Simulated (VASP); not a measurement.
# MgO (I4mm) in VASP: single point with r2SCAN

Aim: the single point of MgO with r2SCAN.

All numbers are computed with VASP 6.6.1; they aren't measurements. Logs are shortened: lines on timing, memory, paths and dates and some standing lists are left out, and cuts for length are marked.

**1. The cell of the first run**

Symmetry: I4mm, No. 107, tetragonal system. The conventional cell has a = 3.020 Å, b = 3.020 Å, c = 4.270 Å, α = 90.00°, β = 90.00°, γ = 90.00°. Mg (site symmetry 4mm) has 6 O at 1.94 to 2.34 Å within 2.6 Å. Within 2.6 Å of O (site symmetry 4mm) lie 6 Mg at 1.94 to 2.34 Å.

**2. Single point, r2SCAN (atom 2 (O) moved by (-0.200, +0.000) A along x and z)**

File POSCAR:

```
MgO
1.0
    0.0000000000      2.1351500000      2.1351500000
    2.1351500000      0.0000000000      2.1351500000
    2.1351500000      2.1351500000      0.0000000000
Mg O
1 1
Direct
    0.0000000000      0.0000000000      0.0000000000
    0.5468351170      0.4531648830      0.4531648830
```

File INCAR.step1:

```
  ALGO = Normal
  EDIFF = 1E-4
  ENCUT = 520
  GGA = PE
  ISMEAR = 0
  LASPH = True
  LCHARG = False
  LREAL = False
  LWAVE = True
  NBANDS = 11
  NELM = 60
  PREC = Accurate
  SIGMA = 0.05
```

File INCAR.step2:

```
  ALGO = Normal
  EDIFF = 1E-6
  ENCUT = 520
  ISIF = 2
  ISMEAR = 0
  ISTART = 1
  LASPH = True
  LCHARG = False
  LMIXTAU = True
  LREAL = False
  LWAVE = False
  METAGGA = R2SCAN
  NBANDS = 11
  NELM = 60
  PREC = Accurate
  SIGMA = 0.05
```

File KPOINTS:

```
k-points
0
Gamma
  10 10 10
```

Potentials or basis: VASP PAW PBE potentials, release 64 (Mg, O).

Launch:

```bash
cat potpaw_PBE.64/Mg/POTCAR potpaw_PBE.64/O/POTCAR > POTCAR
cp INCAR.step1 INCAR
mpirun -np 1 vasp_std > vasp.out
cp INCAR.step2 INCAR
mpirun -np 1 vasp_std > vasp.out
```

OUTCAR:

```text
EDIFF = 1E-6
   ENCUT = 520
   ISIF = 2
   ISMEAR = 0
   ISTART = 1
   LASPH = True
   LREAL = False
   METAGGA = R2SCAN
   NELM = 60
   PREC = Accurate

 ion  position               nearest neighbor table
   1  0.000  0.000  0.000-   2 1.94   2 2.14   2 2.14   2 2.14   2 2.14   2 2.34
   2  0.547  0.453  0.453-   1 1.94   1 2.14   1 2.14   1 2.14   1 2.14   1 2.34

  LATTYP: Found a face centered cubic cell.
 ALAT       =     4.2703000000

  Lattice vectors:

 A1 = (   0.0000000000,   2.1351500000,   2.1351500000)
 A2 = (   2.1351500000,   0.0000000000,   2.1351500000)
 A3 = (   2.1351500000,   2.1351500000,   0.0000000000)

Analysis of symmetry for initial positions (statically):
=====================================================================
 Subroutine PRICEL returns:
 Original cell was already a primitive cell.

 Routine SETGRP: Setting up the symmetry group for a
 face centered cubic supercell.

 Subroutine GETGRP returns: Found  8 space group operations
 (whereof  8 operations were pure point group operations)
 out of a pool of 48 trial point group operations.

The static configuration has the point symmetry C_4v.

Analysis of symmetry for dynamics (positions and initial velocities):
=====================================================================
 Subroutine PRICEL returns:
 Original cell was already a primitive cell.

 Routine SETGRP: Setting up the symmetry group for a
 face centered cubic supercell.

 Subroutine GETGRP returns: Found  8 space group operations
 (whereof  8 operations were pure point group operations)
 out of a pool of 48 trial point group operations.

The dynamic configuration has the point symmetry C_4v.

 Subroutine INISYM returns: Found  8 space group operations
 (whereof  8 operations are pure point group operations),
 and found     1 'primitive' translations

----------------------------------------------------------------------------------------

                                     Primitive cell

  volume of cell :      19.4677

  direct lattice vectors                    reciprocal lattice vectors
     0.000000000  2.135150000  2.135150000    -0.234175585  0.234175585  0.234175585
     2.135150000  0.000000000  2.135150000     0.234175585 -0.234175585  0.234175585
     2.135150000  2.135150000  0.000000000     0.234175585  0.234175585 -0.234175585

  length of vectors
     3.019558088  3.019558088  3.019558088     0.405604011  0.405604011  0.405604011

  position of ions in fractional coordinates (direct lattice)
     0.000000000  0.000000000  0.000000000
     0.546835117  0.453164883  0.453164883

  ion indices of the primitive-cell ions
   primitive index   ion index
                 1           1
                 2           2

----------------------------------------------------------------------------------------

 KPOINTS: k-points

Automatic generation of k-mesh.
 Grid dimensions read from file:
 generate k-points for:   10   10   10

 Generating k-lattice:

  Cartesian coordinates                     Fractional coordinates (reciprocal lattice)
    -0.023417558  0.023417558  0.023417558     0.100000000  0.000000000  0.000000000
     0.023417558 -0.023417558  0.023417558     0.000000000  0.100000000  0.000000000
     0.023417558  0.023417558 -0.023417558     0.000000000  0.000000000  0.100000000

  Length of vectors
     0.040560401  0.040560401  0.040560401

  Shift w.r.t. Gamma in fractional coordinates (k-lattice)
     0.000000000  0.000000000  0.000000000

 Subroutine IBZKPT returns following result:
 ===========================================

 Found    102 irreducible k-points:

 Following reciprocal coordinates:
            Coordinates               Weight
  0.000000  0.000000  0.000000      1.000000
  0.100000  0.000000  0.000000      8.000000
  0.200000  0.000000  0.000000      8.000000
  0.300000  0.000000  0.000000      8.000000
  0.400000  0.000000  0.000000      8.000000
  0.500000  0.000000  0.000000      4.000000
[... 16 lines left out ...]
 -0.100000  0.100000  0.000000      8.000000
  0.000000 -0.100000  0.100000      4.000000
 [... further k-points ...]
   k-points           NKPTS =    102   k-points in BZ     NKDIM =    102   number of bands    NBANDS=     11
   number of dos      NEDOS =    301   number of ions     NIONS =      2
   total plane-waves  NPLWV =  13824
   dimension x,y,z NGX =    24 NGY =   24 NGZ =   24
   dimension x,y,z NGXF=    48 NGYF=   48 NGZF=   48
   ions per type =               1   1
   NGX,Y,Z   is equivalent  to a cutoff of  13.21, 13.21, 13.21 a.u.
   NGXF,Y,Z  is equivalent  to a cutoff of  26.43, 26.43, 26.43 a.u.
 SYSTEM =  unknown system
   PREC   = accura    normal or accurate (medium, high low for compatibility)
   ISTART =      1    job   : 0-new  1-cont  2-samecut
   ICHARG =      0    charge: 1-file 2-atom 10-const
   ISPIN  =      1    spin polarized calculation?
   LNONCOLLINEAR =      F non collinear calculations
   LSORBIT =      F    spin-orbit coupling
   LASPH  =      T    aspherical Exc in radial PAW
   ENCUT  =  520.0 eV  38.22 Ry    6.18 a.u.   5.61  5.61  5.61*2*pi/ulx,y,z
   NELM   =     60;   NELMIN=  2; NELMDL=  0     # of ELM steps
   EDIFF  = 0.1E-05   stopping-criterion for ELM
   LREAL  =      F    real-space projection
   EDIFFG = 0.1E-04   stopping-criterion for IOM
   NSW    =      0    number of steps for IOM
   IBRION =     -1    ionic relax: 0-MD 1-quasi-New 2-CG
   NFREE  =      0    steps in history (QN), initial steepest desc. (CG)
   ISIF   =      2    stress and relaxation
   ISYM   =      2    0-nonsym 1-usesym 2-fastsym
   POTIM  = 0.5000    time-step for ionic-motion
   TEBEG  =    0.0;   TEEND  =   0.0 temperature during run
   PSTRESS=    0.0 pullay stress
   NELECT =       8.0000    total number of electrons
   NUPDOWN=      -1.0000    fix difference up-down
   EMIN   =  10.00;   EMAX   =-10.00  energy-range for DOS
   EFERMI =   0.00;   METHOD = LEGACY
   ISMEAR =     0;   SIGMA  =   0.05  broadening in eV -4-tet -1-fermi 0-gaus
   EFERMI_NEDOS =   21; number of points for ismear=-14 and -15
   IALGO  =     38    algorithm
   IMIX   =      4    mixing-type and parameters
     AMIX     =   0.40;   BMIX     =  1.00
     AMIX_MAG =   1.60;   BMIX_MAG =  1.00
  volume/ion in A,a.u.               =       9.73        65.69
  Fermi-wavevector in a.u.,A,eV,Ry     =   1.217119  2.300022 20.155386  1.481379
  Thomas-Fermi vector in A             =   2.352450
   LORBIT       =      0    0 simple, 1 ext, 2 COOP (PROOUT), +10 PAW based schemes
   METAGGA = R2SCAN    functional components
   LHFCALC =     F    Hartree Fock is set to
   AEXX    =    0.0000 exact exchange contribution
   IVDW    =     0    specifies the selected vdW correction
   LEPSILON=     F    determine dielectric tensor
   LRPA    =     F    only Hartree local field effects (RPA)
 non-spin polarized calculation
 Gauss-broadening in eV      SIGMA  =   0.05
  energy-cutoff  :      520.00
  volume of cell :       19.47
 maximum number of plane-waves:       544
   NGX = 11   NGY = 11   NGZ = 11

 number of electron       8.0000001 magnetization

 Free energy of the ion-electron system (eV)
  ---------------------------------------------------
  ext. energy  EPLUGINS =         0.00000000
  ---------------------------------------------------
  free energy    TOTEN  =       -16.03175481 eV

  energy without entropy =      -16.03175481  energy(sigma->0) =      -16.03175481

 E-fermi :   2.6860     XC(G=0): -11.3683

 val. band max:        2.4464035421   @ k =   0.0000   0.0000   0.0000
 cond. band min:       7.6319030945   @ k =   0.0000   0.0000   0.0000
 fundamental gap:      5.1854995523
 Fermi energy:         2.6860444067

 k-point     1 :       0.0000    0.0000    0.0000
  band No.  band energies     occupation
      1     -15.5357      2.00000
      2       2.3934      2.00000
      3       2.4464      2.00000
      4       2.4464      2.00000
      5       7.6319      0.00000
      6      19.1414      0.00000
      7      19.2125      0.00000
      8      19.2125      0.00000
      9      22.9956      0.00000
     10      24.8406      0.00000
     11      24.9412      0.00000

 k-point     2 :       0.1000    0.0000    0.0000
  band No.  band energies     occupation
      1     -15.4402      2.00000
      2       1.8054      2.00000
      3       2.3653      2.00000
      4       2.3853      2.00000
      5       8.2441      0.00000
      6      17.8756      0.00000
      7      19.4069      0.00000
      8      19.4339      0.00000
      9      24.0463      0.00000
     10      24.1314      0.00000
     11      24.7265      0.00000

 k-point     3 :       0.2000    0.0000    0.0000
  band No.  band energies     occupation
      1     -15.1790      2.00000
      2       0.5509      2.00000
      3       2.2088      2.00000
      4       2.2300      2.00000
      5       9.4611      0.00000
      6      16.3015      0.00000
      7      19.7963      0.00000
      8      19.8399      0.00000
      9      23.3691      0.00000
     10      23.5300      0.00000
     11      25.5727      0.00000

 k-point     4 :       0.3000    0.0000    0.0000
  band No.  band energies     occupation
      1     -14.8305      2.00000
      2      -0.7068      2.00000
      3       2.0245      2.00000
      4       2.0463      2.00000
      5      10.4802      0.00000
      6      15.5081      0.00000
      7      19.8335      0.00000
      8      19.8436      0.00000
      9      23.9178      0.00000
     10      23.9726      0.00000
     11      25.0314      0.00000
[... 239 lines left out ...]
 k-point    22 :       0.0000   -0.2000    0.1000
  band No.  band energies     occupation
      1     -15.0014      2.00000
      2       0.0288      2.00000
      3       1.8223      2.00000
      4       2.1972      2.00000
      5      10.2547      0.00000
      6      15.6508      0.00000
      7      19.2906      0.00000
      8      20.3141      0.00000
      9      22.1471      0.00000
     10      24.3733      0.00000
     11      26.8594      0.00000

 k-point    23 :      -0.1000    0.1000    0.0000
  band No.  band energies     occupation
      1     -15.2899      2.00000
      2       1.1280      2.00000
      3       2.1302      2.00000
      4       2.3268      2.00000
      5       9.0335      0.00000
      6      16.8003      0.00000
      7      19.4378      0.00000
      8      19.8670      0.00000
      9      22.8735      0.00000
     10      24.2245      0.00000
     11      26.0777      0.00000

 k-point    24 :       0.0000   -0.1000    0.1000
  band No.  band energies     occupation
      1     -15.2901      2.00000
      2       1.1170      2.00000
      3       2.1202      2.00000
      4       2.3441      2.00000
      5       9.0623      0.00000
      6      16.7608      0.00000
      7      19.4862      0.00000
      8      19.8273      0.00000
      9      22.6662      0.00000
     10      24.2364      0.00000
     11      26.3342      0.00000

 [... further k-points ...]
[... 5 lines left out ...]
  --------------------------------------------------------------------------------------
  -------------------------------------------------------------------------------------
  Total        0.5097273     -1.0727300     -1.0727300      0.0000000      0.0000000      0.0000000
  in kB       41.9501311    -88.2847832    -88.2847832      0.0000000      0.0000000      0.0000000
  external PRESSURE =     -44.8731451 kB  Pullay stress =       0.0000000 kB

 VOLUME and BASIS-vectors are now :
 -----------------------------------------------------------------------------
  energy-cutoff  :      520.00
  volume of cell :       19.47
      direct lattice vectors                 reciprocal lattice vectors
     0.000000000  2.135150000  2.135150000    -0.234175585  0.234175585  0.234175585
     2.135150000  0.000000000  2.135150000     0.234175585 -0.234175585  0.234175585
     2.135150000  2.135150000  0.000000000     0.234175585  0.234175585 -0.234175585

 POSITION                                       TOTAL-FORCE (eV/Angst)
 -----------------------------------------------------------------------------------
      0.00000      0.00000      0.00000        -1.186577      0.000000      0.000000
      1.93515      2.13515      2.13515         1.186577      0.000000      0.000000
 -----------------------------------------------------------------------------------
    total drift:                                0.003606      0.000002      0.000002

  FREE ENERGIE OF THE ION-ELECTRON SYSTEM (eV)
  ---------------------------------------------------
  free  energy   TOTEN  =       -16.0317548141 eV

  energy  without entropy=      -16.0317548141  energy(sigma->0) =      -16.03175481
```

Run time: 48 s. Hardware: 1 thread of Intel Xeon 6975P-C, shared host; peak memory 0.16 GiB.

What came out:

```yaml
Free_energy: -16.0318 eV
Pressure: -4.5 GPa
Largest_force: 1.187 eV/Å
Band_gap_on_the_k_mesh: 5.19 eV, direct
```

Forces on the atoms (eV/Å):
```
Mg  -1.187  0.000  0.000
O    1.187  0.000  0.000
```

Caveat: the cell differs from its parent crystal (atom 2 (O) moved by (-0.200, +0.000) A along x and z); the PAW data sets were made with another functional, which shifts forces and pressure a little.
